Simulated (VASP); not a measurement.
# KCl (I4/mmm) in VASP: notebook

KCl is run at these levels: PBE; tasks: single point.

Everything below comes from runs of VASP 6.6.1. Logs are shortened: lines on timing, memory, paths and dates and some standing lists are left out, and cuts for length are marked.

## Step 1: The cell of the first run

Symmetry: I4/mmm, No. 139, tetragonal system. The conventional cell has a = 4.463 Å, b = 4.463 Å, c = 6.060 Å, α = 90.00°, β = 90.00°, γ = 90.00°. Within 4.0 Å of K (site symmetry 4/mmm) lie 6 Cl at 3.03 to 3.16 Å. Cl (site symmetry 4/mmm) has 6 K at 3.03 to 3.16 Å within 4.0 Å.

## Step 2: Single point, PBE (strain -0.0400 x Voigt [0, 1, 0, 0, 0, 0])

Contents of INCAR:

```
PREC     = Accurate       # precision mode
ENCUT    = 520            # plane-wave cutoff, eV
EDIFF    = 1E-7           # SCF threshold, eV
ISMEAR   = 0              # smearing method
SIGMA    = 0.05           # smearing width, eV
LREAL    = F              # projectors in reciprocal space
LASPH    = T              # aspherical terms in the spheres
NELM     = 60             # most SCF steps
ALGO     = Normal         # electronic algorithm
ISIF     = 2              # what is computed and relaxed
LWAVE    = F              # write WAVECAR
LCHARG   = T              # write CHGCAR
GGA      = PE             # functional
LELF     = T              # ELF
LVHAR    = T            
NBANDS   = 15             # bands
```

Contents of KPOINTS:

```
Automatic mesh
0
Gamma
  6 6 6
```

Contents of POSCAR:

```
KCl
1.0
    0.0000000000      3.0298560000      3.1561000000
    3.1561000000      0.0000000000      3.1561000000
    3.1561000000      3.0298560000      0.0000000000
K Cl
1 1
Direct
    0.0000000000      0.0000000000      0.0000000000
    0.5000000000      0.5000000000      0.5000000000
```

Potentials or basis: VASP PAW PBE potentials, release 64 (K_sv, Cl).

On the command line:

```sh
> cat potpaw_PBE.64/K_sv/POTCAR potpaw_PBE.64/Cl/POTCAR > POTCAR
> mpirun -np 1 vasp_std > vasp.out
```

OUTCAR:

```text
PREC = Accurate
   ENCUT = 520
   EDIFF = 1E-7
   ISMEAR = 0
   LREAL = F
   LASPH = T
   NELM = 60
   ISIF = 2
   GGA = PE

 ion  position               nearest neighbor table
   1  0.000  0.000  0.000-   2 3.03   2 3.03   2 3.16   2 3.16   2 3.16   2 3.16
   2  0.500  0.500  0.500-   1 3.03   1 3.03   1 3.16   1 3.16   1 3.16   1 3.16

  LATTYP: Found a body centered tetragonal cell.
 ALAT       =     4.4633994242
 C/A-ratio  =     1.3576450199

  Lattice vectors:

 A1 = (   0.0000000000,  -3.0298560000,   3.1561000000)
 A2 = (   0.0000000000,  -3.0298560000,  -3.1561000000)
 A3 = (   3.1561000000,   3.0298560000,   0.0000000000)

Analysis of symmetry for initial positions (statically):
=====================================================================
 Subroutine PRICEL returns:
 Original cell was already a primitive cell.

 Routine SETGRP: Setting up the symmetry group for a
 body centered tetragonal supercell.

 Subroutine GETGRP returns: Found 16 space group operations
 (whereof 16 operations were pure point group operations)
 out of a pool of 16 trial point group operations.

The static configuration has the point symmetry D_4h.

Analysis of symmetry for dynamics (positions and initial velocities):
=====================================================================
 Subroutine PRICEL returns:
 Original cell was already a primitive cell.

 Routine SETGRP: Setting up the symmetry group for a
 body centered tetragonal supercell.

 Subroutine GETGRP returns: Found 16 space group operations
 (whereof 16 operations were pure point group operations)
 out of a pool of 16 trial point group operations.

The dynamic configuration has the point symmetry D_4h.

 Subroutine INISYM returns: Found 16 space group operations
 (whereof 16 operations are pure point group operations),
 and found     1 'primitive' translations

----------------------------------------------------------------------------------------

                                     Primitive cell

  volume of cell :      60.3606

  direct lattice vectors                    reciprocal lattice vectors
     0.000000000  3.029856000  3.156100000    -0.158423371  0.165024344  0.158423371
     3.156100000  0.000000000  3.156100000     0.158423371 -0.165024344  0.158423371
     3.156100000  3.029856000  0.000000000     0.158423371  0.165024344 -0.158423371

  length of vectors
     4.375042239  4.463399424  4.375042239     0.278260603  0.278260603  0.278260603

  position of ions in fractional coordinates (direct lattice)
     0.000000000  0.000000000  0.000000000
     0.500000000  0.500000000  0.500000000

  ion indices of the primitive-cell ions
   primitive index   ion index
                 1           1
                 2           2

----------------------------------------------------------------------------------------

 KPOINTS: Automatic mesh

Automatic generation of k-mesh.
 Grid dimensions read from file:
 generate k-points for:    6    6    6

 Generating k-lattice:

  Cartesian coordinates                     Fractional coordinates (reciprocal lattice)
    -0.026403895  0.027504057  0.026403895     0.166666667  0.000000000 -0.000000000
     0.026403895 -0.027504057  0.026403895     0.000000000  0.166666667  0.000000000
     0.026403895  0.027504057 -0.026403895    -0.000000000  0.000000000  0.166666667

  Length of vectors
     0.046376767  0.046376767  0.046376767

  Shift w.r.t. Gamma in fractional coordinates (k-lattice)
     0.000000000  0.000000000  0.000000000

 Subroutine IBZKPT returns following result:
 ===========================================

 Found     30 irreducible k-points:

 Following reciprocal coordinates:
            Coordinates               Weight
  0.000000  0.000000  0.000000      1.000000
  0.166667  0.000000  0.000000      8.000000
  0.333333  0.000000 -0.000000      8.000000
  0.500000  0.000000  0.000000      4.000000
  0.166667  0.166667  0.000000      4.000000
  0.333333  0.166667 -0.000000     16.000000
[... 16 lines left out ...]
  0.333333 -0.333333  0.166667     16.000000
  0.500000 -0.333333  0.166667      4.000000
 [... further k-points ...]
   k-points           NKPTS =     30   k-points in BZ     NKDIM =     30   number of bands    NBANDS=     15
   number of dos      NEDOS =    301   number of ions     NIONS =      2
   total plane-waves  NPLWV =  46656
   dimension x,y,z NGX =    36 NGY =   36 NGZ =   36
   dimension x,y,z NGXF=    72 NGYF=   72 NGZF=   72
   ions per type =               1   1
   NGX,Y,Z   is equivalent  to a cutoff of  13.68, 13.41, 13.68 a.u.
   NGXF,Y,Z  is equivalent  to a cutoff of  27.36, 26.82, 27.36 a.u.
 SYSTEM =  unknown system
   PREC   = accura    normal or accurate (medium, high low for compatibility)
   ISTART =      0    job   : 0-new  1-cont  2-samecut
   ICHARG =      2    charge: 1-file 2-atom 10-const
   ISPIN  =      1    spin polarized calculation?
   LNONCOLLINEAR =      F non collinear calculations
   LSORBIT =      F    spin-orbit coupling
   LASPH  =      T    aspherical Exc in radial PAW
   ENCUT  =  520.0 eV  38.22 Ry    6.18 a.u.   8.13  8.30  8.13*2*pi/ulx,y,z
   NELM   =     60;   NELMIN=  2; NELMDL= -5     # of ELM steps
   EDIFF  = 0.1E-06   stopping-criterion for ELM
   LREAL  =      F    real-space projection
   EDIFFG = 0.1E-05   stopping-criterion for IOM
   NSW    =      0    number of steps for IOM
   IBRION =     -1    ionic relax: 0-MD 1-quasi-New 2-CG
   NFREE  =      0    steps in history (QN), initial steepest desc. (CG)
   ISIF   =      2    stress and relaxation
   ISYM   =      2    0-nonsym 1-usesym 2-fastsym
   POTIM  = 0.5000    time-step for ionic-motion
   TEBEG  =    0.0;   TEEND  =   0.0 temperature during run
   PSTRESS=    0.0 pullay stress
   NELECT =      16.0000    total number of electrons
   NUPDOWN=      -1.0000    fix difference up-down
   EMIN   =  10.00;   EMAX   =-10.00  energy-range for DOS
   EFERMI =   0.00;   METHOD = LEGACY
   ISMEAR =     0;   SIGMA  =   0.05  broadening in eV -4-tet -1-fermi 0-gaus
   EFERMI_NEDOS =   21; number of points for ismear=-14 and -15
   IALGO  =     38    algorithm
   IMIX   =      4    mixing-type and parameters
     AMIX     =   0.40;   BMIX     =  1.00
     AMIX_MAG =   1.60;   BMIX_MAG =  1.00
  volume/ion in A,a.u.               =      30.18       203.67
  Fermi-wavevector in a.u.,A,eV,Ry     =   1.051632  1.987296 15.047080  1.105929
  Thomas-Fermi vector in A             =   2.186682
   LORBIT       =      0    0 simple, 1 ext, 2 COOP (PROOUT), +10 PAW based schemes
   GGA     = PE    functional components
   LHFCALC =     F    Hartree Fock is set to
   AEXX    =    0.0000 exact exchange contribution
   IVDW    =     0    specifies the selected vdW correction
   LEPSILON=     F    determine dielectric tensor
   LRPA    =     F    only Hartree local field effects (RPA)
 non-spin polarized calculation
 Gauss-broadening in eV      SIGMA  =   0.05
  energy-cutoff  :      520.00
  volume of cell :       60.36
 maximum number of plane-waves:      1642
 NGX is ok and might be reduce to    36
   NGX = 17   NGY = 17   NGZ = 17

 number of electron      16.0000002 magnetization

 Free energy of the ion-electron system (eV)
  ---------------------------------------------------
  ext. energy  EPLUGINS =         0.00000000
  ---------------------------------------------------
  free energy    TOTEN  =        -6.77988112 eV

  energy without entropy =       -6.77988112  energy(sigma->0) =       -6.77988112

 E-fermi :  -1.4746     XC(G=0):  -7.6671

 val. band max:       -1.6869831147   @ k =   0.0000   0.0000   0.0000
 cond. band min:       3.5780801379   @ k =   0.0000   0.0000   0.0000
 fundamental gap:      5.2650632526
 Fermi energy:        -1.4745605874

 k-point     1 :       0.0000    0.0000    0.0000
  band No.  band energies     occupation
      1     -28.8306      2.00000
      2     -13.8693      2.00000
      3     -12.2956      2.00000
      4     -12.2922      2.00000
      5     -12.2922      2.00000
      6      -1.7240      2.00000
      7      -1.7240      2.00000
      8      -1.6870      2.00000
      9       3.5781      0.00000
     10       6.6000      0.00000
     11       6.6000      0.00000
     12       6.8654      0.00000
     13       7.4771      0.00000
     14       7.6938      0.00000
     15      11.3931      0.00000

 k-point     2 :       0.1667    0.0000    0.0000
  band No.  band energies     occupation
      1     -28.8274      2.00000
      2     -13.9267      2.00000
      3     -12.2965      2.00000
      4     -12.2952      2.00000
      5     -12.2203      2.00000
      6      -2.0433      2.00000
      7      -1.8147      2.00000
      8      -1.7967      2.00000
      9       4.2286      0.00000
     10       6.5139      0.00000
     11       6.9656      0.00000
     12       7.1307      0.00000
     13       7.8590      0.00000
     14       8.1028      0.00000
     15      12.3235      0.00000

 k-point     3 :       0.3333    0.0000   -0.0000
  band No.  band energies     occupation
      1     -28.8211      2.00000
      2     -14.0293      2.00000
      3     -12.3051      2.00000
      4     -12.2976      2.00000
      5     -12.0844      2.00000
      6      -2.5893      2.00000
      7      -1.9855      2.00000
      8      -1.9796      2.00000
      9       5.4577      0.00000
     10       6.6308      0.00000
     11       7.9552      0.00000
     12       8.0634      0.00000
     13       8.8229      0.00000
     14       9.1362      0.00000
     15      11.2798      0.00000

 k-point     4 :       0.5000    0.0000    0.0000
  band No.  band energies     occupation
      1     -28.8179      2.00000
      2     -14.0759      2.00000
      3     -12.3094      2.00000
      4     -12.2988      2.00000
      5     -12.0207      2.00000
      6      -2.8252      2.00000
      7      -2.0663      2.00000
      8      -2.0660      2.00000
      9       5.9692      0.00000
     10       7.0085      0.00000
     11       8.8991      0.00000
     12       8.9555      0.00000
     13       9.6388      0.00000
     14      10.0095      0.00000
     15      10.3878      0.00000
[... 307 lines left out ...]
 k-point    22 :      -0.3333    0.5000    0.1667
  band No.  band energies     occupation
      1     -28.8149      2.00000
      2     -13.8764      2.00000
      3     -12.4244      2.00000
      4     -12.3700      2.00000
      5     -12.1918      2.00000
      6      -2.3239      2.00000
      7      -2.1919      2.00000
      8      -2.0857      2.00000
      9       5.6204      0.00000
     10       7.3948      0.00000
     11       7.4482      0.00000
     12       8.5247      0.00000
     13       9.5418      0.00000
     14      10.0172      0.00000
     15      10.7173      0.00000

 k-point    23 :       0.3333   -0.3333    0.1667
  band No.  band energies     occupation
      1     -28.8149      2.00000
      2     -13.9115      2.00000
      3     -12.3826      2.00000
      4     -12.3572      2.00000
      5     -12.1893      2.00000
      6      -2.4473      2.00000
      7      -2.1681      2.00000
      8      -2.0739      2.00000
      9       6.2648      0.00000
     10       6.5125      0.00000
     11       8.2304      0.00000
     12       8.5047      0.00000
     13       9.6266      0.00000
     14      10.0564      0.00000
     15      10.2728      0.00000

 k-point    24 :       0.5000   -0.3333    0.1667
  band No.  band energies     occupation
      1     -28.8144      2.00000
      2     -13.8276      2.00000
      3     -12.4296      2.00000
      4     -12.3872      2.00000
      5     -12.2474      2.00000
      6      -2.3285      2.00000
      7      -2.1339      2.00000
      8      -2.0461      2.00000
      9       5.5582      0.00000
     10       7.2014      0.00000
     11       7.5818      0.00000
     12       8.6087      0.00000
     13       9.1887      0.00000
     14      10.1911      0.00000
     15      10.7089      0.00000

 [... further k-points ...]

------------------------ aborting loop because EDIFF is reached ----------------------------------------

  FORCE on cell =-STRESS in cart. coord.  units (eV):
  Direction    XX          YY          ZZ          XY          YZ          ZX
  --------------------------------------------------------------------------------------
  -------------------------------------------------------------------------------------
  Total        0.3396678      1.0932312      0.3396678      0.0000000     -0.0000000      0.0000000
  in kB        9.0159504     29.0181102      9.0159504      0.0000000     -0.0000000      0.0000000
  external PRESSURE =      15.6833370 kB  Pullay stress =       0.0000000 kB

 VOLUME and BASIS-vectors are now :
 -----------------------------------------------------------------------------
  energy-cutoff  :      520.00
  volume of cell :       60.36
      direct lattice vectors                 reciprocal lattice vectors
     0.000000000  3.029856000  3.156100000    -0.158423371  0.165024344  0.158423371
     3.156100000  0.000000000  3.156100000     0.158423371 -0.165024344  0.158423371
     3.156100000  3.029856000  0.000000000     0.158423371  0.165024344 -0.158423371

 POSITION                                       TOTAL-FORCE (eV/Angst)
 -----------------------------------------------------------------------------------
      0.00000      0.00000      0.00000         0.000000      0.000000      0.000000
      3.15610      3.02986      3.15610         0.000000      0.000000      0.000000
 -----------------------------------------------------------------------------------
    total drift:                                0.000000      0.000000      0.000000

  FREE ENERGIE OF THE ION-ELECTRON SYSTEM (eV)
  ---------------------------------------------------
  free  energy   TOTEN  =        -6.7798811216 eV

  energy  without entropy=       -6.7798811215  energy(sigma->0) =       -6.77988112
```

Run time: 30 s. Hardware: 1 thread of Intel Xeon Platinum 8259CL at 2.50GHz (Skylake/Cascade Lake), shared host; peak memory 0.21 GiB.

Results:

- Free energy: -6.7799 eV
- Pressure: 1.6 GPa
- Band gap on the k mesh: 5.27 eV

Caveat: the cell differs from its parent crystal (strain -0.0400 x Voigt [0, 1, 0, 0, 0, 0]).

## Step 3: Single point, PBE (strain -0.0300 x Voigt [0, 1, 0, 0, 0, 0])

Contents of INCAR:

```
ALGO = Normal
EDIFF = 1E-6
ENCUT = 520
GGA = PE
ISIF = 2
ISMEAR = 0
LASPH = True
LCHARG = False
LREAL = False
LWAVE = False
NBANDS = 15
NELM = 100
PREC = Accurate
SIGMA = 0.05
```

Contents of KPOINTS:

```
k-points
0
Gamma
  6 6 6
```

Contents of POSCAR:

```
KCl
1.0
    0.0000000000      3.0614170000      3.1561000000
    3.1561000000      0.0000000000      3.1561000000
    3.1561000000      3.0614170000      0.0000000000
K Cl
1 1
Direct
    0.0000000000      0.0000000000      0.0000000000
    0.5000000000      0.5000000000      0.5000000000
```

Potentials or basis: VASP PAW PBE potentials, release 64 (K_sv, Cl).

On the command line:

```sh
> cat potpaw_PBE.64/K_sv/POTCAR potpaw_PBE.64/Cl/POTCAR > POTCAR
> mpirun -np 1 vasp_std > vasp.out
```

OUTCAR:

```text
EDIFF = 1E-6
   ENCUT = 520
   GGA = PE
   ISIF = 2
   ISMEAR = 0
   LASPH = True
   LREAL = False
   NELM = 100
   PREC = Accurate

 ion  position               nearest neighbor table
   1  0.000  0.000  0.000-   2 3.06   2 3.06   2 3.16   2 3.16   2 3.16   2 3.16
   2  0.500  0.500  0.500-   1 3.06   1 3.06   1 3.16   1 3.16   1 3.16   1 3.16

  LATTYP: Found a body centered tetragonal cell.
 ALAT       =     4.4633994242
 C/A-ratio  =     1.3717871555

[... 621 lines left out ...]

------------------------ aborting loop because EDIFF is reached ----------------------------------------

  FORCE on cell =-STRESS in cart. coord.  units (eV):
  Direction    XX          YY          ZZ          XY          YZ          ZX
  --------------------------------------------------------------------------------------
  -------------------------------------------------------------------------------------
  Total        0.3147167      0.8425209      0.3147167     -0.0000000      0.0000000      0.0000000
  in kB        8.2675423     22.1328466      8.2675423     -0.0000000      0.0000000      0.0000000
  external PRESSURE =      12.8893104 kB  Pullay stress =       0.0000000 kB

 VOLUME and BASIS-vectors are now :
 -----------------------------------------------------------------------------
  energy-cutoff  :      520.00
  volume of cell :       60.99
      direct lattice vectors                 reciprocal lattice vectors
     0.000000000  3.061417000  3.156100000    -0.158423371  0.163323062  0.158423371
     3.156100000  0.000000000  3.156100000     0.158423371 -0.163323062  0.158423371
     3.156100000  3.061417000  0.000000000     0.158423371  0.163323062 -0.158423371

 POSITION                                       TOTAL-FORCE (eV/Angst)
 -----------------------------------------------------------------------------------
      0.00000      0.00000      0.00000         0.000000     -0.000000      0.000000
      3.15610      3.06142      3.15610        -0.000000      0.000000     -0.000000
 -----------------------------------------------------------------------------------
    total drift:                                0.000000      0.000000      0.000000

  FREE ENERGIE OF THE ION-ELECTRON SYSTEM (eV)
  ---------------------------------------------------
  free  energy   TOTEN  =        -6.7900746114 eV

  energy  without entropy=       -6.7900746114  energy(sigma->0) =       -6.79007461
```

OSZICAR:

```text
N       E                     dE             d eps       ncg     rms          rms(c)
DAV:   1     0.106066321959E+03    0.10607E+03   -0.72651E+03   900   0.966E+02
DAV:   2    -0.606898489071E+00   -0.10667E+03   -0.97917E+02  1190   0.241E+02
DAV:   3    -0.687182569551E+01   -0.62649E+01   -0.62258E+01  1229   0.520E+01
DAV:   4    -0.707536000861E+01   -0.20353E+00   -0.20347E+00  1372   0.894E+00
DAV:   5    -0.707693624592E+01   -0.15762E-02   -0.15762E-02  1250   0.874E-01    0.346E+00
DAV:   6    -0.679126478135E+01    0.28567E+00   -0.41423E-01  1131   0.329E+00    0.283E+00
DAV:   7    -0.677682095997E+01    0.14444E-01   -0.10252E-01  1236   0.183E+00    0.161E+00
DAV:   8    -0.678876697607E+01   -0.11946E-01   -0.15856E-02  1113   0.943E-01    0.173E-01
DAV:   9    -0.678950213568E+01   -0.73516E-03   -0.84651E-04  1208   0.183E-01    0.947E-02
DAV:  10    -0.679006605605E+01   -0.56392E-03   -0.58090E-04   956   0.151E-01    0.183E-02
DAV:  11    -0.679007151517E+01   -0.54591E-05   -0.19643E-05  1280   0.260E-02    0.552E-03
DAV:  12    -0.679007439079E+01   -0.28756E-05   -0.41586E-06   997   0.144E-02    0.383E-03
DAV:  13    -0.679007461138E+01   -0.22059E-06   -0.26180E-07   975   0.288E-03
   1 F= -.67900746E+01 E0= -.67900746E+01  d E =-.552684E-21
```

stdout:

```text
POSCAR found type information on POSCAR K Cl
 POSCAR found :  2 types and       2 ions
 scaLAPACK will be used
 LDA part: xc-table for (Slater+PW92), standard interpolation
 POSCAR, INCAR and KPOINTS ok, starting setup
 FFT: planning ... GRIDC
 FFT: planning ... GRID_SOFT
 FFT: planning ... GRID
 WAVECAR not read
 entering main loop
```

Wall time 25 s (1 thread of Intel Xeon Platinum 8259CL at 2.50GHz (Skylake/Cascade Lake), shared host); peak memory 0.21 GiB.

Results:

```
Free energy            : -6.7901 eV
Pressure               : 1.3 GPa
Band gap on the k mesh : 5.24 eV
```

Caveat: the cell differs from its parent crystal (strain -0.0300 x Voigt [0, 1, 0, 0, 0, 0]).
